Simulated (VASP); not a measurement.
# Pd (Im-3m) in VASP: further runs, part 2 of 2

VASP 6.6.1. Earlier steps stand in the parts before.

### 4 Single point, PBE (volume scaled by 0.94)

INCAR

```
SYSTEM = Pd
PREC = Accurate ; ENCUT = 520
EDIFF = 1E-6 ; ISMEAR = -1
SIGMA = 0.05 ; LREAL = .False.
LASPH = .True. ; NELM = 80
ALGO = Normal ; ISIF = 2
LWAVE = .False. ; LCHARG = .False.
GGA = PE ; NBANDS = 11
```

KPOINTS

```
Automatic mesh
0
Gamma
  12 12 12
  0 0 0
```

POSCAR

```
Pd
1.0
   -1.5401846266      1.5401846266      1.5401846266
    1.5401846266     -1.5401846266      1.5401846266
    1.5401846266      1.5401846266     -1.5401846266
Pd
1
Direct
    0.0000000000      0.0000000000      0.0000000000
```

Potentials or basis: VASP PAW PBE potentials, release 64 (Pd).

Started as:

```sh
$ cat potpaw_PBE.64/Pd/POTCAR > POTCAR
$ mpirun -np 1 vasp_std > vasp.out
```

OUTCAR:

```text
SYSTEM = Pd
   PREC = Accurate
   ENCUT = 520
   EDIFF = 1E-6
   ISMEAR = -1
   LREAL = .False.
   LASPH = .True.
   NELM = 80
   ISIF = 2
   GGA = PE

 ion  position               nearest neighbor table
   1  0.000  0.000  0.000-

  LATTYP: Found a body centered cubic cell.
 ALAT       =     3.0803692532

  Lattice vectors:

 A1 = (  -1.5401846266,   1.5401846266,   1.5401846266)
 A2 = (   1.5401846266,  -1.5401846266,   1.5401846266)
 A3 = (   1.5401846266,   1.5401846266,  -1.5401846266)

Analysis of symmetry for initial positions (statically):
[... 506 lines left out ...]
      4       8.9695      2.00000
      5       9.2128      2.00000
      6      13.5499      0.00000
      7      17.9383      0.00000
      8      24.5058      0.00000
      9      25.5894      0.00000
     10      34.7229      0.00000
     11      36.2543      0.00000

 [... further k-points ...]
[... 5 lines left out ...]
  --------------------------------------------------------------------------------------
  -------------------------------------------------------------------------------------
  Total        0.9204199      0.9204199      0.9204199      0.0000000      0.0000000     -0.0000000
  in kB      100.9062947    100.9062947    100.9062947      0.0000000      0.0000000     -0.0000000
  external PRESSURE =     100.9062947 kB  Pullay stress =       0.0000000 kB

 VOLUME and BASIS-vectors are now :
 -----------------------------------------------------------------------------
  energy-cutoff  :      520.00
  volume of cell :       14.61
      direct lattice vectors                 reciprocal lattice vectors
    -1.540184627  1.540184627  1.540184627     0.000000000  0.324636405  0.324636405
     1.540184627 -1.540184627  1.540184627     0.324636405  0.000000000  0.324636405
     1.540184627  1.540184627 -1.540184627     0.324636405  0.324636405  0.000000000

 POSITION                                       TOTAL-FORCE (eV/Angst)
 -----------------------------------------------------------------------------------
      0.00000      0.00000      0.00000         0.000000     -0.000000     -0.000000
 -----------------------------------------------------------------------------------
    total drift:                                0.000000     -0.000000      0.000000

  FREE ENERGIE OF THE ION-ELECTRON SYSTEM (eV)
  ---------------------------------------------------
  free  energy   TOTEN  =        -5.1570241241 eV

  energy  without entropy=       -5.1477531528  energy(sigma->0) =       -5.15238864
```

stdout:

```text
POSCAR found type information on POSCAR Pd
 POSCAR found :  1 types and       1 ions
 scaLAPACK will be used
 LDA part: xc-table for (Slater+PW92), standard interpolation
 POSCAR, INCAR and KPOINTS ok, starting setup
 FFT: planning ... GRIDC
 FFT: planning ... GRID_SOFT
 FFT: planning ... GRID
 WAVECAR not read
 entering main loop
```

Wall time 4.2 s (1 thread of Intel Xeon 6975P-C (Granite Rapids), shared host); peak memory 0.13 GiB.

What came out:

```
Free energy            : -5.1570 eV
Pressure               : 10.1 GPa
Band gap on the k mesh : zero (band 5 reaches 10.56 eV, above the bottom of band 6 at 8.84 eV)
```

Levels at points of the mesh, in eV from the Fermi level:
```tsv
k point	band 1	band 2	band 3	band 4	band 5	band 6	band 7	band 8	band 9	band 10
(0.00, 0.00, 0.00)	-7.18	-2.98	-2.98	-2.98	-0.96	-0.96	19.44	19.44	19.44	26.39
(0.50, 0.00, 0.00)	-5.36	-4.21	-1.03	-0.71	0.65	1.42	8.07	15.21	18.03	24.60
(0.50, 0.50, 0.50)	-5.31	-5.31	0.25	0.25	0.25	9.32	9.32	9.32	17.85	17.85
```

### 5 Single point, PBE (volume scaled by 0.96)

INCAR

```
SYSTEM = Pd
ALGO = Fast
EDIFF = 1E-7
ENCUT = 520
GGA = PE
ISIF = 2
ISMEAR = -1
LASPH = .TRUE.
LCHARG = .FALSE.
LREAL = .FALSE.
LWAVE = .FALSE.
NBANDS = 11
NELM = 60
PREC = Accurate
SIGMA = 0.05
```

KPOINTS

```
k-points
0
G
  12 12 12
  0 0 0
```

POSCAR

```
Pd
1.0
   -1.5510313546      1.5510313546      1.5510313546
    1.5510313546     -1.5510313546      1.5510313546
    1.5510313546      1.5510313546     -1.5510313546
Pd
1
Direct
    0.0000000000      0.0000000000      0.0000000000
```

Started as:

```sh
$ cat potpaw_PBE.64/Pd/POTCAR > POTCAR
$ mpirun -np 1 vasp_std > vasp.out
```

Run time: 5.1 s. Hardware: 1 thread of Intel Xeon 6975P-C (Granite Rapids), shared host; peak memory 0.13 GiB.

It converged, with:

| Item | Value |
| --- | --- |
| Free energy | -5.1725 eV |
| Pressure | 5.8 GPa |
| Band gap on the k mesh | zero (band 5 reaches 10.18 eV, above the bottom of band 6 at 8.52 eV) |

Levels at points of the mesh, in eV from the Fermi level:
| k point | band 2 | band 3 | band 4 | band 5 | band 6 | band 7 | band 8 | band 9 |
| --- | --- | --- | --- | --- | --- | --- | --- | --- |
| (0.00, 0.00, 0.00) | -2.89 | -2.89 | -2.89 | -0.93 | -0.93 | 19.39 | 19.39 | 19.39 |
| (0.50, 0.00, 0.00) | -4.07 | -1.00 | -0.69 | 0.62 | 1.45 | 7.89 | 15.15 | 17.80 |
| (0.50, 0.50, 0.50) | -5.14 | 0.24 | 0.24 | 0.24 | 9.24 | 9.24 | 9.24 | 17.59 |

### 6 The runs side by side

```csv
level,spin,cell,k mesh,smearing,gap on the mesh (eV),pressure (GPa)
PBE,off,"a = 2.723 Å, angles 109.5°, 1 atom",12 × 12 × 12,gaussian 0.1 eV,none,-1.4
RPBE+D3(BJ),"non-collinear, zero start, SOC","a = 2.723 Å, angles 109.5°, 1 atom",9 × 9 × 9,methfessel-paxton 0.1 eV,-,-36.5
PBE,off,"a = 2.668 Å, angles 109.5°, 1 atom",12 × 12 × 12,fermi-dirac 0.05 eV,none,10.1
PBE,off,"a = 2.686 Å, angles 109.5°, 1 atom",12 × 12 × 12,fermi-dirac 0.05 eV,none,5.8
```

Alike in all rows: task single point; potentials or basis VASP PAW PBE potentials, release 64 (Pd); cutoff (eV) 520.

Caveats: the PAW data sets were made with another functional, which shifts forces and pressure a little (some runs).

Absolute energies hang on the potentials; compare differences alone.
